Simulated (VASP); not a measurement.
# Cd (P6_3/mmc) in VASP: a series of runs, part 2 of 2

VASP 6.6.1. Earlier steps stand in the parts before.

## (3) Single point, PBE+U

Contents of INCAR:

```
SYSTEM = Cd
PREC = Accurate
ENCUT = 520
EDIFF = 1E-7
ISMEAR = 0
SIGMA = 0.1
LREAL = .FALSE.
LASPH = .TRUE.
NELM = 150
ALGO = Normal
ISIF = 2
LWAVE = .FALSE.
LCHARG = .FALSE.
LDAU = .TRUE.
LDAUTYPE = 1
LDAUL = 2
LDAUU = 3.6
LDAUJ = 0.31
LDAUPRINT = 1
GGA = PE
NBANDS = 19
```

Contents of KPOINTS:

```
Automatic mesh
0
G
  6 6 4
  0 0 0
```

Contents of POSCAR:

```
Cd
1.0
    2.9788725081      0.0000000000      0.0000000000
   -1.4894362540      2.5797792666      0.0000000000
    0.0000000000      0.0000000000      5.6176500000
Cd
2
Direct
    0.3333333333      0.6666666667      0.2500000000
    0.6666666667      0.3333333333      0.7500000000
```

Potentials or basis: VASP PAW PBE potentials, release 64 (Cd).

The run is started by

```bash
$ cat potpaw_PBE.64/Cd/POTCAR > POTCAR
$ mpirun -np 1 vasp_std > vasp.out
```

OUTCAR:

```text
SYSTEM = Cd
   PREC = Accurate
   ENCUT = 520
   EDIFF = 1E-7
   ISMEAR = 0
   LREAL = .FALSE.
   LASPH = .TRUE.
   NELM = 150
   ISIF = 2
   GGA = PE

 ion  position               nearest neighbor table
   1  0.333  0.667  0.250-   2 3.29   2 3.29   2 3.29   2 3.29   2 3.29   2 3.29
   2  0.667  0.333  0.750-   1 3.29   1 3.29   1 3.29   1 3.29   1 3.29   1 3.29

  LATTYP: Found a hexagonal cell.
 ALAT       =     2.9788725081
 C/A-ratio  =     1.8858309594

  Lattice vectors:

 A1 = (   2.9788725081,   0.0000000000,   0.0000000000)
 A2 = (  -1.4894362540,   2.5797792666,   0.0000000000)
 A3 = (   0.0000000000,   0.0000000000,   5.6176500000)

Analysis of symmetry for initial positions (statically):
=====================================================================
 Subroutine PRICEL returns:
 Original cell was already a primitive cell.

 Routine SETGRP: Setting up the symmetry group for a
 hexagonal supercell.

 Subroutine GETGRP returns: Found 24 space group operations
 (whereof 12 operations were pure point group operations)
[... 229 lines left out ...]
  free energy    TOTEN  =        -0.14697788 eV

  energy without entropy =       -0.14330556  energy(sigma->0) =       -0.14514172

 E-fermi :   3.1909     XC(G=0): -10.9865

 val. band max:        2.9623745139   @ k =   0.0000   0.0000   0.2500
 cond. band min:       3.2258146146   @ k =   0.3333   0.3333   0.2500
 fundamental gap:      0.2634401007
 Fermi energy:         3.1908951481

 k-point     1 :       0.0000    0.0000    0.0000
  band No.  band energies     occupation
      1      -8.1419      2.00000
      2      -7.9663      2.00000
      3      -7.6789      2.00000
      4      -7.6789      2.00000
      5      -7.6329      2.00000
      6      -7.6329      2.00000
[... 439 lines left out ...]
      6      -7.4329      2.00000
[... 11 lines left out ...]
     18      12.8726      0.00000
     19      14.6843      0.00000

------------------------ aborting loop because EDIFF is reached ----------------------------------------

  FORCE on cell =-STRESS in cart. coord.  units (eV):
  Direction    XX          YY          ZZ          XY          YZ          ZX
  --------------------------------------------------------------------------------------
  -------------------------------------------------------------------------------------
  Total        1.2676207      1.2676207      0.9779557      0.0000000     -0.0000000      0.0000000
  in kB       47.0447065     47.0447065     36.2944833      0.0000000     -0.0000000      0.0000000
  external PRESSURE =      43.4612988 kB  Pullay stress =       0.0000000 kB

 VOLUME and BASIS-vectors are now :
 -----------------------------------------------------------------------------
  energy-cutoff  :      520.00
  volume of cell :       43.17
      direct lattice vectors                 reciprocal lattice vectors
     2.978872508  0.000000000  0.000000000     0.335697482  0.193815032  0.000000000
    -1.489436254  2.579779267  0.000000000     0.000000000  0.387630063  0.000000000
     0.000000000  0.000000000  5.617650000     0.000000000  0.000000000  0.178010378

 POSITION                                       TOTAL-FORCE (eV/Angst)
 -----------------------------------------------------------------------------------
     -0.00000      1.71985      1.40441         0.000000      0.000000      0.000000
      1.48944      0.85993      4.21324        -0.000000     -0.000000      0.000000
 -----------------------------------------------------------------------------------
    total drift:                                0.000000     -0.000000      0.000000

  FREE ENERGIE OF THE ION-ELECTRON SYSTEM (eV)
  ---------------------------------------------------
  free  energy   TOTEN  =        -0.1469778845 eV

  energy  without entropy=       -0.1433055620  energy(sigma->0) =       -0.14514172
```

OSZICAR:

```text
N       E                     dE             d eps       ncg     rms          rms(c)
DAV:   1     0.178994454071E+03    0.17899E+03   -0.13315E+04   798   0.128E+03
DAV:   2     0.508621121505E+01   -0.17391E+03   -0.16923E+03   840   0.329E+02
DAV:   3    -0.206656351030E+00   -0.52929E+01   -0.52840E+01   913   0.693E+01
DAV:   4    -0.216262998983E+00   -0.96066E-02   -0.95236E-02   904   0.290E+00
DAV:   5    -0.216285597709E+00   -0.22599E-04   -0.22599E-04   893   0.122E-01    0.472E+00
DAV:   6    -0.139434244078E+00    0.76851E-01   -0.23540E-01   858   0.555E+00    0.304E+00
DAV:   7    -0.144814718170E+00   -0.53805E-02   -0.25565E-02   891   0.155E+00    0.130E+00
DAV:   8    -0.146929297627E+00   -0.21146E-02   -0.47479E-03   839   0.823E-01    0.127E-01
DAV:   9    -0.146929441245E+00   -0.14362E-06   -0.15485E-05   902   0.442E-02    0.425E-02
DAV:  10    -0.146977682561E+00   -0.48241E-04   -0.44815E-05   851   0.616E-02    0.112E-02
DAV:  11    -0.146978007539E+00   -0.32498E-06   -0.18554E-07   751   0.436E-03    0.238E-03
DAV:  12    -0.146977838389E+00    0.16915E-06   -0.17853E-08   486   0.987E-04    0.873E-04
DAV:  13    -0.146977884454E+00   -0.46065E-07   -0.10849E-09   441   0.345E-04
   1 F= -.14697788E+00 E0= -.14514172E+00  d E =-.367232E-02
```

Run time: 11 s. Hardware: 1 thread of Intel Xeon Platinum 8375C at 2.90GHz (Ice Lake), shared host; peak memory 0.16 GiB.

What came out:

| Item | Value |
| --- | --- |
| Free energy | -0.1470 eV |
| Pressure | 4.3 GPa |
| Band gap on the k mesh | zero (band 12 reaches 3.92 eV, above the bottom of band 13 at -0.05 eV) |

Stress tensor (GPa, compression positive):
```
4.70 0.00 0.00
0.00 4.70 0.00
0.00 0.00 3.63
```

Eigenvalues of the final occupation matrices:
| site | spin | trace | eigenvalues |
| --- | --- | --- | --- |
| site 1 d | 1 | 4.84 | 0.97 0.97 0.97 0.97 0.97 |
| site 1 d | 2 | 4.84 | 0.97 0.97 0.97 0.97 0.97 |
| site 2 d | 1 | 4.84 | 0.97 0.97 0.97 0.97 0.97 |
| site 2 d | 2 | 4.84 | 0.97 0.97 0.97 0.97 0.97 |

Caveat: the k points lie up to 0.41 Å⁻¹ apart; U without spin polarisation on a metal has little footing; the U is typed as a test and isn't derived for this compound.

## (4) Single point, PBE+U

Contents of INCAR:

```
SYSTEM = Cd
ALGO = Normal
EDIFF = 1E-7
ENCUT = 520
GGA = PE
ISIF = 2
ISMEAR = 0
LASPH = .True.
LCHARG = .False.
LDAU = .True.
LDAUJ = 0
LDAUL = 2
LDAUPRINT = 1
LDAUTYPE = 2
LDAUU = 3.2
LREAL = .False.
LWAVE = .False.
NBANDS = 19
NELM = 150
PREC = Accurate
SIGMA = 0.1
```

Contents of KPOINTS:

```
k-points
0
Gamma
  6 6 4
  0 0 0
```

POSCAR is that of step 3.

The run is started by

```bash
$ cat potpaw_PBE.64/Cd/POTCAR > POTCAR
$ mpirun -np 1 vasp_std > vasp.out
```

It took 11 s on 1 thread of Intel Xeon Platinum 8375C at 2.90GHz (Ice Lake), shared host; peak memory 0.16 GiB.

Results (log left out):

```yaml
Free_energy: -0.1758 eV
Pressure: 4.4 GPa
Band_gap_on_the_k_mesh: zero (band 12 reaches 3.93 eV, above the bottom of band 13 at -0.05 eV)
```

Stress tensor (GPa, compression positive):
```
4.71 0.00 0.00
0.00 4.71 0.00
0.00 0.00 3.64
```

Levels at points of the mesh, in eV from the Fermi level:
```
           k point  band 9  band 10  band 11  band 12  band 13  band 14  band 15  band 16
(0.00, 0.00, 0.00)  -10.09   -10.09    -9.10    -3.42    -3.24    10.38    13.93    14.26
(0.50, 0.00, 0.00)   -9.84    -9.82    -2.58    -2.18     1.76     2.75     2.91     4.74
(0.00, 0.00, 0.50)  -10.19   -10.19    -7.65    -7.65     3.39     3.39    14.59    14.59
(0.50, 0.00, 0.50)   -9.83    -9.83    -1.74    -1.74    -0.29    -0.29     7.89     7.89
```

Eigenvalues of the final occupation matrices:
| site | spin | trace | eigenvalues |
| --- | --- | --- | --- |
| site 1 d | 1 | 4.83 | 0.97 0.97 0.97 0.97 0.97 |
| site 1 d | 2 | 4.83 | 0.97 0.97 0.97 0.97 0.97 |
| site 2 d | 1 | 4.83 | 0.97 0.97 0.97 0.97 0.97 |
| site 2 d | 2 | 4.83 | 0.97 0.97 0.97 0.97 0.97 |

Caveat: the k points lie up to 0.41 Å⁻¹ apart; U without spin polarisation on a metal has little footing; the U is typed as a test and isn't derived for this compound.

## (5) The runs side by side

| U | smearing | LDAUTYPE | hund's J | gap on the mesh (eV) | pressure (GPa) |
| --- | --- | --- | --- | --- | --- |
| Cd d U = 8.4 eV | gaussian 0.06 eV | - | - | none | 3.2 |
| Cd d U = 3.6 eV, J = 0.31 eV | gaussian 0.1 eV | 1 | 0.31 | none | 4.3 |
| Cd d U = 3.2 eV | gaussian 0.1 eV | - | - | none | 4.4 |

Alike in all rows: task single point; level PBE+U; potentials or basis VASP PAW PBE potentials, release 64 (Cd); no spin polarisation; cell as given; k mesh 6 × 6 × 4; cutoff (eV) 520.

Caveats: all runs use coarse meshes; U without spin polarisation on a metal has little footing; the U is typed as a test and isn't derived for this compound.

Total energies depend on the potentials used, so only differences within one code and one set of settings carry meaning.
